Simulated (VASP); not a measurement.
# Cu2SnHgS4: density of states with PBE

Cu2SnHgS4:

```
CELL_PARAMETERS angstrom
5.66288 0.00242 -0.14037
1.50006 6.38245 -0.71884
0.67273 0.38540 5.18302
ATOMIC_POSITIONS crystal
Hg 0.53674 0.02272 0.02098
Sn 0.44680 0.72789 0.48476
Cu 0.74743 0.15452 0.49761
Cu 0.63980 0.46086 0.97662
S 0.13723 0.33633 0.27130
S 0.03262 0.08019 0.92488
S 0.97531 0.71005 0.07817
S 0.22047 0.39695 0.75421
```

```yaml
Program: VASP 6.6.1
Task: density of states
Functional: PBE
Potentials_or_basis: VASP PAW PBE potentials, release 64 (Hg, Sn_d, Cu, S)
Cutoff: 520 eV
k_mesh: 4 × 3 × 4, shifted
Occupations: fermi-dirac, width 0.1 eV
Spin: collinear spin, zero start
Starting_moments: "[0.0, 0.0, 0.0, 0.0, 0.0, 0.0, 0.0, 0.0] μB"
Dipole_correction: no
k_mesh_for_the_DOS: 6 × 5 × 6
Occupations_for_the_DOS: tetrahedron
Further_INCAR_settings: ALGO = Normal; EDIFF = 1e-06; NBANDS = 50
```

```
Net moment                                            : 0.00 μB per cell
Valence electrons inside the program's atomic spheres : Hg 10.40; Sn 11.92; Cu 9.68, 9.69; S 3.51, 3.53, 3.52
```

Levels at points of the mesh, in eV from the Fermi level:
Spin up:
| k point | band 32 | band 33 | band 34 | band 35 | band 36 | band 37 | band 38 | band 39 | band 40 | band 41 |
| --- | --- | --- | --- | --- | --- | --- | --- | --- | --- | --- |
| (0.00, 0.00, 0.00) | -1.41 | -1.30 | -0.96 | -0.88 | -0.18 | 0.40 | 0.64 | 1.04 | 1.48 | 2.08 |
| (0.50, 0.00, 0.00) | -1.49 | -1.24 | -0.78 | -0.71 | -0.30 | 0.78 | 0.85 | 1.15 | 1.51 | 2.08 |
| (0.00, 0.00, 0.50) | -1.60 | -1.47 | -1.40 | -0.91 | -0.45 | -0.09 | 0.22 | 0.47 | 0.91 | 1.53 |
| (0.50, 0.00, 0.50) | -1.50 | -1.18 | -1.12 | -0.69 | 0.12 | 0.36 | 0.60 | 1.10 | 1.25 | 1.74 |
Spin down:
```csv
k point,band 33,band 34,band 35,band 36,band 37,band 38,band 39,band 40
"(0.00, 0.00, 0.00)",-1.30,-0.96,-0.88,-0.18,0.40,0.64,1.04,1.48
"(0.50, 0.00, 0.00)",-1.24,-0.78,-0.71,-0.30,0.78,0.85,1.15,1.51
"(0.00, 0.00, 0.50)",-1.47,-1.40,-0.91,-0.45,-0.09,0.22,0.47,0.91
"(0.50, 0.00, 0.50)",-1.18,-1.12,-0.69,0.12,0.36,0.60,1.10,1.25
```

Run time: 17 min on 1 thread of Intel(R) Xeon(R) Platinum 8488C (Sapphire Rapids), with other jobs on the host, peak memory 1.3 GiB.

Caveat: spin-orbit coupling is left out, which moves the levels of the heavy elements.
